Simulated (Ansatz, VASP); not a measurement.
Zn2S in VASP and in Ansatz

The input INCAR:

```
SYSTEM = Zn2S
PREC     = Accurate       ! precision mode
ENCUT    = 500            ! plane-wave cutoff, eV
EDIFF    = 1E-7           ! SCF threshold, eV
ISMEAR   = 0              ! smearing method
SIGMA    = 0.1            ! smearing width, eV
LREAL    = .False.        ! projectors in reciprocal space
LASPH    = .True.         ! aspherical terms in the spheres
NELM     = 120            ! most SCF steps
ALGO     = Normal         ! electronic algorithm
ISIF     = 3              ! what is computed and relaxed
LWAVE    = .False.        ! write WAVECAR
LCHARG   = .False.        ! write CHGCAR
GGA      = PE             ! functional
IBRION   = 2              ! ionic algorithm
NSW      = 100            ! ionic steps
EDIFFG   = -0.01          ! ionic threshold
GGA_COMPAT= .False.      
NELMIN   = 4
```

File KPOINTS:

```
regular mesh
0
Gamma
  12 12 8
  0 0 0
```

File POSCAR:

```
Zn2S
1.0
    3.0234609838     -1.7781063030      0.0000000000
    3.0234609838      1.7781063030      0.0000000000
   -0.0615408975      0.0000000000      4.8501820053
Zn S
2 1
Direct
    0.3387080236      0.3387080236      0.3053212929
    0.6612919764      0.6612919764      0.6946787071
    0.0000000000      0.0000000000      0.0000000000
```

Input for Ansatz:

```yaml
crystal:
  lattice:
    - [3.0234609838, -1.778106303, 0.0]
    - [3.0234609838, 1.778106303, 0.0]
    - [-0.0615408975, 0.0, 4.8501820053]
  atoms:
    - { symbol: Zn, position: [0.3387080236, 0.3387080236, 0.3053212929] }
    - { symbol: Zn, position: [0.6612919764, 0.6612919764, 0.6946787071] }
    - { symbol: S, position: [0.0, 0.0, 0.0] }
basis:
  ecutwfc: 420
kpoints:
  mp_grid: { grid: [12, 12, 8] }
hamiltonian:
  xc: pbe
scf:
  occupations: { method: gaussian, width: 0.1 }
output:
  forces: true
  stress: true
  eigenvalues: true
relax:
  adjacent_minimum: "off"
  f_tol: 0.01
  max_steps: 80
  cell: { stress_tol: 0.05 }
```

Change from the starting cell: species swapped into the V2H type (C2/m, No. 12).

Alike in both runs: task relaxation of cell and atoms; functional PBE; k mesh 12 × 12 × 8; occupations gaussian, width 0.1 eV; no spin polarisation.

|  | VASP | Ansatz |
| --- | --- | --- |
| version | VASP 6.6.1 | Ansatz 0.2.0 |
| potentials or method | VASP PAW PBE potentials, release 64 (Zn, S), cutoff 500 eV | scalar-relativistic, plane waves, PAW |
| valence electrons in the cell | 30 | 30 |

```tsv
	VASP	Ansatz	Ansatz less VASP
gap on the k mesh at the Fermi level, each at its own relaxed structure (eV)	none	none	-
relaxed volume (Å³/atom)	17.37	17.35	-0.024
relaxed cell length with the largest relative difference (Å)	4.835	4.834	-0.0014
```

A gap of «none» marks a metal or a gap that the smearing closes.
